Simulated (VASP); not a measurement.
# Ga: single point with PBE

The system is Ga.

```
Ga
1.0
    -1.68640    1.68640    1.68640
     1.68640   -1.68640    1.68640
     1.68640    1.68640   -1.68640
Ga
1
Cartesian
  0.0000 0.0000 0.0000
```

* Program: VASP 6.6.1
* Task: single point
* Functional: PBE
* Potentials or basis: VASP PAW PBE potentials, release 64 (Ga_d)
* Cutoff: 520 eV
* k mesh: 21 × 21 × 21
* Occupations: fermi-dirac, width 0.1 eV
* Spin: no spin polarisation
* Dipole correction: no
* Further INCAR settings: ALGO = Normal; EDIFF = 1e-07; NBANDS = 12

| Property | Result |
| --- | --- |
| Pressure | 0.1 GPa |

Levels at points of the mesh, in eV from the Fermi level:
```
           k point  band 3  band 4  band 5  band 6  band 7  band 8  band 9  band 10
(0.00, 0.00, 0.00)  -14.92  -14.74  -14.74  -10.91   12.37   12.37   12.37    17.01
```

Run time: 53 s on 1 thread of Intel Xeon 8259CL, on a shared host, peak memory 0.19 GiB.
